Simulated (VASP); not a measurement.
Input of a VASP 6.6.1 run:

INCAR

```
PREC = Accurate
ENCUT = 600
EDIFF = 1E-6
ISMEAR = 0
SIGMA = 0.1
LREAL = F
LASPH = T
NELM = 150
ALGO = Normal
ISIF = 3
LWAVE = F
LCHARG = F
ISPIN = 2
MAGMOM = -0.16 -0.16 -0.16 0.5
LORBIT = 11
LMAXMIX = 4
GGA = PE
IBRION = 2
NSW = 90
EDIFFG = -0.04
```

File KPOINTS:

```
Automatic mesh
0
Gamma
  4 4 4
```

Contents of POSCAR:

```
Ba3Co
1.0
    4.9354962006      0.0000000000      0.0000000000
    0.0000000000      4.9354962006      0.0000000000
    0.0000000000      0.0000000000      4.9354962006
Ba Co
3 1
Direct
    0.0000000000      0.5000000000      0.5000000000
    0.5000000000      0.0000000000      0.5000000000
    0.5000000000      0.5000000000      0.0000000000
    0.0000000000      0.0000000000      0.0000000000
```

Potentials or basis: VASP PAW PBE potentials, release 64 (Ba_sv, Co).

Launch:

```console
$ cat potpaw_PBE.64/Ba_sv/POTCAR potpaw_PBE.64/Co/POTCAR > POTCAR
$ mpirun -np 1 vasp_std > vasp.out
```

Question: What does it give for the space group after relaxing (to 0.1 Å)?

Answer: Pm-3m (No. 221).

Question: Estimate the relaxed cell.

Answer: a = 5.429 Å, b = 5.429 Å, c = 5.429 Å, α = 90.00°, β = 90.00°, γ = 90.00°.

Question: Predict the net moment.

Answer: 0.00 μB per cell.

Question: What does it give for the relaxed volume?

Answer: 40.00 Å³/atom.

The path:
```tsv
step	energy change (eV)	largest force (eV/Å)	pressure (GPa)	volume (Å³)
1	0.0000	0.0000	7.16	120.22
2	-0.6218	0.0000	1.61	145.15
3	-0.6810	0.0000	0.83	155.22
4	-0.5980	0.0000	-1.32	176.72
5	-0.6790	0.0000	-0.44	162.67
6	-0.6835	0.0000	-0.13	160.01
```

Caveat: the volume moved by over 15 % at a fixed basis, so the end points are rough.
